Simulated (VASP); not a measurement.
# Ba (Im-3m) in VASP: single point with PBEsol

Aim: the single point of Ba with PBEsol.

Program: VASP 6.6.1. These are calculated values, not measurements. Logs are shortened: lines on timing, memory, paths and dates and some standing lists are left out, and cuts for length are marked.

## Step 1: The cell of the first run

It takes space group Im-3m (No. 229, cubic). The conventional cell has a = 5.000 Å, b = 5.000 Å, c = 5.000 Å, α = 90.00°, β = 90.00°, γ = 90.00°. Ba (site symmetry m-3m) has 14 Ba at 4.33 to 5.00 Å within 5.7 Å.

## Step 2: Single point, PBEsol

File INCAR:

```
SYSTEM = Ba
PREC     = Accurate       ! precision mode
ENCUT    = 500            ! plane-wave cutoff, eV
EDIFF    = 1E-6           ! SCF threshold, eV
ISMEAR   = 0              ! smearing method
SIGMA    = 0.1            ! smearing width, eV
LREAL    = .FALSE.        ! projectors in reciprocal space
LASPH    = .TRUE.         ! aspherical terms in the spheres
NELM     = 120            ! most SCF steps
ALGO     = Normal         ! electronic algorithm
ISIF     = 2              ! what is computed and relaxed
LWAVE    = .FALSE.        ! write WAVECAR
LCHARG   = .FALSE.        ! write CHGCAR
GGA      = PS             ! functional
NBANDS   = 11             ! bands
GGA_COMPAT= .FALSE.
```

File KPOINTS:

```
Automatic mesh
0
G
  6 6 6
  0 0 0
```

File POSCAR:

```
Ba
1.0
   -2.5000000000      2.5000000000      2.5000000000
    2.5000000000     -2.5000000000      2.5000000000
    2.5000000000      2.5000000000     -2.5000000000
Ba
1
Direct
    0.0000000000      0.0000000000      0.0000000000
```

Potentials or basis: VASP PAW PBE potentials, release 64 (Ba_sv).

Run with:

```console
$ cat potpaw_PBE.64/Ba_sv/POTCAR > POTCAR
$ mpirun -np 1 vasp_std > vasp.out
```

OUTCAR:

```text
SYSTEM = Ba
   PREC = Accurate
   ENCUT = 500
   EDIFF = 1E-6
   ISMEAR = 0
   LREAL = .FALSE.
   LASPH = .TRUE.
   NELM = 120
   ISIF = 2
   GGA = PS

 ion  position               nearest neighbor table
   1  0.000  0.000  0.000-

  LATTYP: Found a body centered cubic cell.
 ALAT       =     5.0000000000

  Lattice vectors:

 A1 = (  -2.5000000000,   2.5000000000,   2.5000000000)
 A2 = (   2.5000000000,  -2.5000000000,   2.5000000000)
 A3 = (   2.5000000000,   2.5000000000,  -2.5000000000)

Analysis of symmetry for initial positions (statically):
=====================================================================
 Subroutine PRICEL returns:
 Original cell was already a primitive cell.

 Routine SETGRP: Setting up the symmetry group for a
 body centered cubic supercell.

 Subroutine GETGRP returns: Found 48 space group operations
 (whereof 48 operations were pure point group operations)
 out of a pool of 48 trial point group operations.

The static configuration has the point symmetry O_h .

Analysis of symmetry for dynamics (positions and initial velocities):
=====================================================================
 Subroutine PRICEL returns:
 Original cell was already a primitive cell.

 Routine SETGRP: Setting up the symmetry group for a
 body centered cubic supercell.

 Subroutine GETGRP returns: Found 48 space group operations
 (whereof 48 operations were pure point group operations)
 out of a pool of 48 trial point group operations.

The dynamic configuration has the point symmetry O_h .

 Subroutine INISYM returns: Found 48 space group operations
 (whereof 48 operations are pure point group operations),
 and found     1 'primitive' translations

----------------------------------------------------------------------------------------

                                     Primitive cell

  volume of cell :      62.5000

  direct lattice vectors                    reciprocal lattice vectors
    -2.500000000  2.500000000  2.500000000     0.000000000  0.200000000  0.200000000
     2.500000000 -2.500000000  2.500000000     0.200000000  0.000000000  0.200000000
     2.500000000  2.500000000 -2.500000000     0.200000000  0.200000000  0.000000000

  length of vectors
     4.330127019  4.330127019  4.330127019     0.282842712  0.282842712  0.282842712

  position of ions in fractional coordinates (direct lattice)
     0.000000000  0.000000000  0.000000000

  ion indices of the primitive-cell ions
   primitive index   ion index
                 1           1

----------------------------------------------------------------------------------------

 KPOINTS: Automatic mesh

Automatic generation of k-mesh.
 Grid dimensions read from file:
 generate k-points for:    6    6    6

 Generating k-lattice:

  Cartesian coordinates                     Fractional coordinates (reciprocal lattice)
     0.000000000  0.033333333  0.033333333     0.166666667  0.000000000  0.000000000
     0.033333333  0.000000000  0.033333333     0.000000000  0.166666667  0.000000000
     0.033333333  0.033333333  0.000000000     0.000000000  0.000000000  0.166666667

  Length of vectors
     0.047140452  0.047140452  0.047140452

  Shift w.r.t. Gamma in fractional coordinates (k-lattice)
     0.000000000  0.000000000  0.000000000

 Subroutine IBZKPT returns following result:
 ===========================================

 Found     16 irreducible k-points:

 Following reciprocal coordinates:
            Coordinates               Weight
  0.000000  0.000000  0.000000      1.000000
  0.166667  0.000000  0.000000     12.000000
  0.333333  0.000000  0.000000     12.000000
  0.500000  0.000000  0.000000      6.000000
  0.166667  0.166667  0.000000     24.000000
  0.333333  0.166667  0.000000     48.000000
[... 8 lines left out ...]
  0.500000  0.500000  0.333333     12.000000
  0.500000  0.500000  0.500000      1.000000
   k-points           NKPTS =     16   k-points in BZ     NKDIM =     16   number of bands    NBANDS=     11
   number of dos      NEDOS =    301   number of ions     NIONS =      1
   total plane-waves  NPLWV =  32768
   dimension x,y,z NGX =    32 NGY =   32 NGZ =   32
   dimension x,y,z NGXF=    64 NGYF=   64 NGZF=   64
   ions per type =               1
   NGX,Y,Z   is equivalent  to a cutoff of  12.29, 12.29, 12.29 a.u.
   NGXF,Y,Z  is equivalent  to a cutoff of  24.57, 24.57, 24.57 a.u.
 SYSTEM =  Ba
   PREC   = accura    normal or accurate (medium, high low for compatibility)
   ISTART =      0    job   : 0-new  1-cont  2-samecut
   ICHARG =      2    charge: 1-file 2-atom 10-const
   ISPIN  =      1    spin polarized calculation?
   LNONCOLLINEAR =      F non collinear calculations
   LSORBIT =      F    spin-orbit coupling
   LASPH  =      T    aspherical Exc in radial PAW
   ENCUT  =  500.0 eV  36.75 Ry    6.06 a.u.   7.89  7.89  7.89*2*pi/ulx,y,z
   NELM   =    120;   NELMIN=  2; NELMDL= -5     # of ELM steps
   EDIFF  = 0.1E-05   stopping-criterion for ELM
   LREAL  =      F    real-space projection
   EDIFFG = 0.1E-04   stopping-criterion for IOM
   NSW    =      0    number of steps for IOM
   IBRION =     -1    ionic relax: 0-MD 1-quasi-New 2-CG
   NFREE  =      0    steps in history (QN), initial steepest desc. (CG)
   ISIF   =      2    stress and relaxation
   ISYM   =      2    0-nonsym 1-usesym 2-fastsym
   POTIM  = 0.5000    time-step for ionic-motion
   TEBEG  =    0.0;   TEEND  =   0.0 temperature during run
   PSTRESS=    0.0 pullay stress
   NELECT =      10.0000    total number of electrons
   NUPDOWN=      -1.0000    fix difference up-down
   EMIN   =  10.00;   EMAX   =-10.00  energy-range for DOS
   EFERMI =   0.00;   METHOD = LEGACY
   ISMEAR =     0;   SIGMA  =   0.10  broadening in eV -4-tet -1-fermi 0-gaus
   EFERMI_NEDOS =   21; number of points for ismear=-14 and -15
   IALGO  =     38    algorithm
   IMIX   =      4    mixing-type and parameters
     AMIX     =   0.40;   BMIX     =  1.00
     AMIX_MAG =   1.60;   BMIX_MAG =  1.00
  volume/ion in A,a.u.               =      62.50       421.77
  Fermi-wavevector in a.u.,A,eV,Ry     =   0.888754  1.679501 10.747016  0.789883
  Thomas-Fermi vector in A             =   2.010225
   LORBIT       =      0    0 simple, 1 ext, 2 COOP (PROOUT), +10 PAW based schemes
   GGA     = PS    functional components
   LHFCALC =     F    Hartree Fock is set to
   AEXX    =    0.0000 exact exchange contribution
   IVDW    =     0    specifies the selected vdW correction
   LEPSILON=     F    determine dielectric tensor
   LRPA    =     F    only Hartree local field effects (RPA)
 non-spin polarized calculation
 Gauss-broadening in eV      SIGMA  =   0.10
  energy-cutoff  :      500.00
  volume of cell :       62.50
 maximum number of plane-waves:      1638
   NGX = 15   NGY = 15   NGZ = 15

 number of electron      10.0000000 magnetization

 number of electron       9.9999999 magnetization

 Free energy of the ion-electron system (eV)
  ---------------------------------------------------
  ext. energy  EPLUGINS =         0.00000000
  ---------------------------------------------------
  free energy    TOTEN  =        -2.13655590 eV

  energy without entropy =       -2.12751868  energy(sigma->0) =       -2.13203729

 E-fermi :   1.5883     XC(G=0):  -7.5330

 val. band max:        1.4907458043   @ k =  -0.3333   0.5000   0.1667
 cond. band min:       1.6013081293   @ k =  -0.3333   0.3333   0.3333
 fundamental gap:      0.1105623249
 Fermi energy:         1.5883282587

 k-point     1 :       0.0000    0.0000    0.0000
  band No.  band energies     occupation
      1     -27.2873      2.00000
      2     -12.2134      2.00000
      3     -12.2134      2.00000
      4     -12.2134      2.00000
      5      -1.2112      2.00000
      6       3.3813      0.00000
      7       3.3813      0.00000
      8       3.3813      0.00000
      9       4.8252      0.00000
     10       4.8252      0.00000
     11       8.5242      0.00000

 k-point     2 :       0.1667    0.0000    0.0000
  band No.  band energies     occupation
      1     -27.2761      2.00000
      2     -12.3400      2.00000
      3     -12.2526      2.00000
      4     -12.2142      2.00000
      5      -0.7103      2.00000
      6       3.0129      0.00000
      7       3.0793      0.00000
      8       3.9123      0.00000
      9       4.4810      0.00000
     10       4.8171      0.00000
     11       8.9803      0.00000

 k-point     3 :       0.3333    0.0000    0.0000
  band No.  band energies     occupation
      1     -27.2534      2.00000
      2     -12.5783      2.00000
      3     -12.3294      2.00000
      4     -12.2158      2.00000
      5       0.3104      2.00000
      6       2.4587      0.00000
      7       2.5384      0.00000
      8       4.7495      0.00000
      9       5.0384      0.00000
     10       5.3859      0.00000
     11       8.1781      0.00000

 k-point     4 :       0.5000    0.0000    0.0000
  band No.  band energies     occupation
      1     -27.2421      2.00000
      2     -12.6910      2.00000
      3     -12.3669      2.00000
      4     -12.2167      2.00000
      5       0.6511      2.00000
      6       2.2347      0.00000
      7       2.8428      0.00000
      8       4.7808      0.00000
      9       5.3770      0.00000
     10       6.8431      0.00000
     11       7.2421      0.00000
[... 127 lines left out ...]
 k-point    14 :      -0.3333    0.3333    0.3333
  band No.  band energies     occupation
      1     -27.2261      2.00000
      2     -12.5295      2.00000
      3     -12.4595      2.00000
      4     -12.4595      2.00000
      5       1.2651      2.00000
      6       1.6013      0.85436
      7       3.9628      0.00000
      8       3.9628      0.00000
      9       4.7537      0.00000
     10       5.2741      0.00000
     11       9.4977      0.00000

 k-point    15 :       0.5000    0.5000    0.3333
  band No.  band energies     occupation
      1     -27.2170      2.00000
      2     -12.5821      2.00000
      3     -12.5015      2.00000
      4     -12.4663      2.00000
      5       1.2646      2.00000
      6       1.3537      1.99909
      7       3.9883      0.00000
      8       4.1830      0.00000
      9       5.9994      0.00000
     10       6.4543      0.00000
     11       7.3879      0.00000

 k-point    16 :       0.5000    0.5000    0.5000
  band No.  band energies     occupation
      1     -27.2085      2.00000
      2     -12.5448      2.00000
      3     -12.5448      2.00000
      4     -12.5448      2.00000
      5       1.0120      2.00000
      6       1.0120      2.00000
      7       5.9373      0.00000
      8       5.9373      0.00000
      9       5.9373      0.00000
     10       6.3392      0.00000
     11       6.3392      0.00000

------------------------ aborting loop because EDIFF is reached ----------------------------------------

  FORCE on cell =-STRESS in cart. coord.  units (eV):
  Direction    XX          YY          ZZ          XY          YZ          ZX
  --------------------------------------------------------------------------------------
  -------------------------------------------------------------------------------------
  Total       -0.1669838     -0.1669838     -0.1669838      0.0000000      0.0000000     -0.0000000
  in kB       -4.2806030     -4.2806030     -4.2806030      0.0000000      0.0000000     -0.0000000
  external PRESSURE =      -4.2806030 kB  Pullay stress =       0.0000000 kB

 VOLUME and BASIS-vectors are now :
 -----------------------------------------------------------------------------
  energy-cutoff  :      500.00
  volume of cell :       62.50
      direct lattice vectors                 reciprocal lattice vectors
    -2.500000000  2.500000000  2.500000000     0.000000000  0.200000000  0.200000000
     2.500000000 -2.500000000  2.500000000     0.200000000  0.000000000  0.200000000
     2.500000000  2.500000000 -2.500000000     0.200000000  0.200000000  0.000000000

 POSITION                                       TOTAL-FORCE (eV/Angst)
 -----------------------------------------------------------------------------------
      0.00000      0.00000      0.00000         0.000000      0.000000      0.000000
 -----------------------------------------------------------------------------------
    total drift:                               -0.000000      0.000000     -0.000000

  FREE ENERGIE OF THE ION-ELECTRON SYSTEM (eV)
  ---------------------------------------------------
  free  energy   TOTEN  =        -2.1365558990 eV

  energy  without entropy=       -2.1275186774  energy(sigma->0) =       -2.13203729
```

It took 11 s on 1 thread of Intel Xeon Platinum 8488C (Sapphire Rapids), shared host; peak memory 0.17 GiB.

Results:

```
Free energy            : -2.1366 eV
Pressure               : -0.4 GPa
Band gap on the k mesh : zero (bands 5 and 6 overlap by 0.63 eV)
```

Caveat: the PAW data sets were made with another functional, which shifts forces and pressure a little; spin-orbit coupling is left out, which moves the levels of the heavy elements.
